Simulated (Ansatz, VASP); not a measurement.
# Two plane-wave programs on Na

The input INCAR:

```
SYSTEM = Na
PREC = Accurate
ENCUT = 520
EDIFF = 1E-6
ISMEAR = 0
SIGMA = 0.15
LREAL = .FALSE.
LASPH = .TRUE.
NELM = 100
ALGO = Fast
ISIF = 2
LWAVE = .FALSE.
LCHARG = .TRUE.
LELF = .TRUE.
LVHAR = .TRUE.
NBANDS = 14
```

File KPOINTS:

```
Automatic mesh
0
G
  12 12 10
  0 0 0
```

The input POSCAR:

```
Na
1.0
    0.0000000000     -3.6205084948      0.0000000000
   -3.6205084948      0.0000000000      0.0000000000
    0.0000000000      0.0000000000     -5.0841636952
Na
2
Direct
    0.5000000000      0.6091835582      0.5398688973
    0.0000000000     -0.1091835582     -0.0398688973
```

Input for Ansatz:

```yaml
crystal:
  lattice:
    - [0.0, -3.6205084948, 0.0]
    - [-3.6205084948, 0.0, 0.0]
    - [0.0, 0.0, -5.0841636952]
  atoms:
    - { symbol: Na, position: [0.5, 0.6091835582, 0.5398688973] }
    - { symbol: Na, position: [0.0, -0.1091835582, -0.0398688973] }
basis:
  ecutwfc: 520.0
kpoints:
  mp_grid: { grid: [12, 12, 10] }
hamiltonian:
  xc: lda
  pseudopotentials: { kind: paw }
scf:
  occupations: { method: gaussian, width: 0.15 }
output:
  forces: true
  stress: true
  eigenvalues: true
```

Change from the starting cell: mode 4 frozen in at -0.395 Å and mode 6 at -0.203 Å (largest displacements).

Alike in both runs: task single point; functional LDA; k mesh 12 × 12 × 10; occupations gaussian, width 0.15 eV; no spin polarisation.

|  | VASP | Ansatz |
| --- | --- | --- |
| version | VASP 6.6.1 | Ansatz 0.2.0 |
| potentials or method | VASP PAW LDA potentials, release 64 (Na_pv), cutoff 520 eV | scalar-relativistic, plane waves, PAW |
| valence electrons in the cell | 14 | 18 |

|  | VASP | Ansatz | Ansatz less VASP |
| --- | --- | --- | --- |
| gap on the k mesh at the Fermi level (eV) | none | none | - |
| pressure (GPa) | 0.8 | 0.8 | 0.00 |
| traceless stress, the component that is largest in VASP (GPa) | -1.22 | -1.22 | +0.004 |
| rms of the force components (eV/Å) | 0.329 | 0.328 | -0.0012 |

LDA's correlation is that of Perdew and Zunger in VASP and of Perdew and Wang (1992) in Ansatz. Atom by atom the forces differ by 0.001 eV/Å (rms over components). A gap of «none» marks a metal or a gap that the smearing closes. VASP's potentials hold 14 valence electrons a cell and Ansatz's 18, so a difference there can come from the potentials and not from the codes.
